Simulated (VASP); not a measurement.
Wanted: the native input for a VASP 6.6.1 run.

* Task: single point
* Functional: PBE
* Potentials or basis: VASP PAW PBE potentials, release 64 (Mn_pv, C)
* Cutoff: 520 eV
* k mesh: 6 × 6 × 6
* Occupations: gaussian, width 0.2 eV
* Spin: collinear spin, ferromagnetic start
* Starting moments: [3.28, 0.0, 0.0, 0.0, 0.0, 0.0, 0.0] μB
* Dipole correction: no
* Further INCAR settings: ALGO = Normal; EDIFF = 1e-06; NBANDS = 32

The structure of MnC6 lies in POSCAR:

```
MnC6
1.0
    0.2280943467      0.4089868129      3.8122768621
    4.3431242981     -0.0111373508      0.2738391842
   -2.1744457621      3.7595447900      0.2812241273
Mn C
1 6
Direct
   -0.0253745003     -0.0640276638     -0.0645502632
    0.5099219597      0.3433102189      0.0108255739
    0.4892662365      0.6805130983      0.0152946202
    0.5096993013      1.0107594560      0.3433788878
    0.4887198362      1.0152817306      0.6807461887
    0.5095127202      0.6743650084      0.6744595253
    0.5182544466      0.3397981517      0.3398454672
```

One way to write it, as run:

INCAR

```
SYSTEM = MnC6
PREC = Accurate
ENCUT = 520
EDIFF = 1E-6
ISMEAR = 0
SIGMA = 0.2
LREAL = .False.
LASPH = .True.
NELM = 150
ALGO = Normal
ISIF = 2
LWAVE = .False.
LCHARG = .True.
ISPIN = 2
MAGMOM = 3.28 0 0 0 0 0 0
LORBIT = 11
LMAXMIX = 4
GGA = PE
LELF = .True.
LVHAR = .True.
NBANDS = 32
```

KPOINTS

```
Automatic mesh
0
Gamma
  6 6 6
  0 0 0
```

Potentials or basis: VASP PAW PBE potentials, release 64 (Mn_pv, C).

Launch:

```bash
$ cat potpaw_PBE.64/Mn_pv/POTCAR potpaw_PBE.64/C/POTCAR > POTCAR
$ mpirun -np 1 vasp_std > vasp.out
```

It gave:

The pressure is 0.6 GPa, the largest force is 0.036 eV/Å and the band gap on the k mesh is zero (filled and empty bands overlap). The net moment is 3.00 μB per cell and the site moments are Mn +3.12; C -0.01, -0.03, -0.02 (each value once) μB. The valence electrons inside the program's atomic spheres are Mn 11.69; C 2.61, 2.60, 2.62 (each value once).

It took 7.2 min on 1 thread of Intel Xeon 8259CL, on a shared host, peak memory 0.42 GiB.
